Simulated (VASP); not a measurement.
**C: electric field gradients with PBE**

Crystal: C.

```
C
1.0
     2.10039    0.00000    0.00000
    -1.05019    1.81899    0.00000
     0.00000    0.00000    3.40263
C
2
Direct
  0.21333 0.60667 0.16000
  0.78667 0.39333 0.84000
```

This cell differs from its parent crystal: shortest bond scaled by 0.64.

```yaml
Program: VASP 6.6.1
Task: electric field gradients
Functional: PBE
Potentials_or_basis: VASP PAW PBE potentials, release 64 (C)
Cutoff: 520 eV
k_mesh: 16 × 16 × 9
Occupations: fermi-dirac, width 0.05 eV
Spin: no spin polarisation
Dipole_correction: no
Further_INCAR_settings: ALGO = Normal; EDIFF = 1e-08; NBANDS = 11
```

```yaml
Pressure: 66.3 GPa
Largest_force: 2.923 eV/Å
Band_gap_on_the_k_mesh: zero (band 4 reaches 13.34 eV, above the bottom of band 5 at 6.23 eV)
```

Forces in eV/Å, atoms in the order of the input:
```
C    1.140  0.658  2.610
C   -1.140 -0.658 -2.610
```

Stress tensor (GPa, compression positive):
```
85.58  9.85 29.84
 9.85 74.20 17.23
29.84 17.23 39.21
```

Levels at points of the mesh, in eV from the Fermi level:
```
           k point  band 2  band 3  band 4  band 5  band 6  band 7
(0.00, 0.00, 0.00)   -8.50   -7.19    4.46    6.39    8.80    8.81
(0.50, 0.00, 0.00)  -12.54   -1.85   -1.27    0.32    3.19    7.37
(0.00, 0.50, 0.00)  -12.08   -2.00   -0.97    0.61    2.76    4.31
```

Electric field gradients, principal values (V/Å²):
| atom | least | middle | greatest (by size) |
| --- | --- | --- | --- |
| 1 C | 29.476 | 39.937 | -69.414 |
| 2 C | 29.476 | 39.937 | -69.414 |

Run time: 38 s on 1 thread of AMD EPYC 9R45 96-Core Processor (Zen 5), with other jobs on the host, peak memory 0.14 GiB.

Caveat: the cell differs from its parent crystal (shortest bond scaled by 0.64); without QUAD_EFG the Cq values of the log hold for a quadrupole moment of 1 mb, not for the nuclei; forces of over 1 eV/Å act on the atoms, so gaps and moduli don't describe the material at rest.
